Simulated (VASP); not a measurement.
CsMgF3: vibrations by perturbation theory with PBEsol

Crystal: CsMgF3.

```xyz
5
Lattice="4.1490 0.0000 0.0000 0.0000 4.1490 0.0000 0.0000 0.0000 4.1490" Properties=species:S:1:pos:R:3 pbc="T T T"
Cs    0.0000    0.0000    0.0000
Mg    2.0745    2.0745    2.0745
F     2.0745    2.0745    0.0000
F     2.0745    0.0000    2.0745
F     0.0000    2.0745    2.0745
```

```json
{"Program": "VASP 6.6.1", "Task": "vibrations by perturbation theory", "Functional": "PBEsol", "Potentials or basis": "VASP PAW PBE potentials, release 64 (Cs_sv, Mg, F)", "Cutoff": "520 eV", "k mesh": "6 × 6 × 6", "Occupations": "gaussian, width 0.01 eV", "Spin": "no spin polarisation", "Dipole correction": "no", "Further INCAR settings": "ALGO = Normal; EDIFF = 1e-08; IBRION = 8; NSW = 1"}
```

```
Electronic dielectric tensor (diagonal)                 : 2.51
Born charges (mean of the diagonal)                     : Cs +1.43; Mg +2.16; F -1.20 e
Highest phonon frequency at Γ, LO-TO splitting left out : 327 cm⁻¹
```

Phonon frequencies in cm⁻¹ (negative: imaginary):
```tsv
q point	frequencies
(0.000, 0.000, 0.000)	0 0 0 157 157 157 224 224 224 272 272 272 327 327 327
```

Electronic dielectric tensor:
```
2.51 0.00 0.00
0.00 2.51 0.00
0.00 0.00 2.51
```

Born effective charge tensors (e):
atom 1, Cs
```
1.43 0.00 0.00
0.00 1.43 0.00
0.00 0.00 1.43
```
atom 2, Mg
```
2.16 0.00 0.00
0.00 2.16 0.00
0.00 0.00 2.16
```
atom 3, F
```
-1.20  0.00  0.00
 0.00 -1.20  0.00
 0.00  0.00 -1.20
```
atom 4, F
```
-1.20  0.00  0.00
 0.00 -1.20  0.00
 0.00  0.00 -1.20
```
atom 5, F
```
-1.20  0.00  0.00
 0.00 -1.20  0.00
 0.00  0.00 -1.20
```

Run time: 7.7 min on 1 thread of Intel(R) Xeon(R) Platinum 8488C (Sapphire Rapids), with other jobs on the host, peak memory 0.47 GiB.

Caveat: the cell stands under pressure or tension, which shifts response properties.
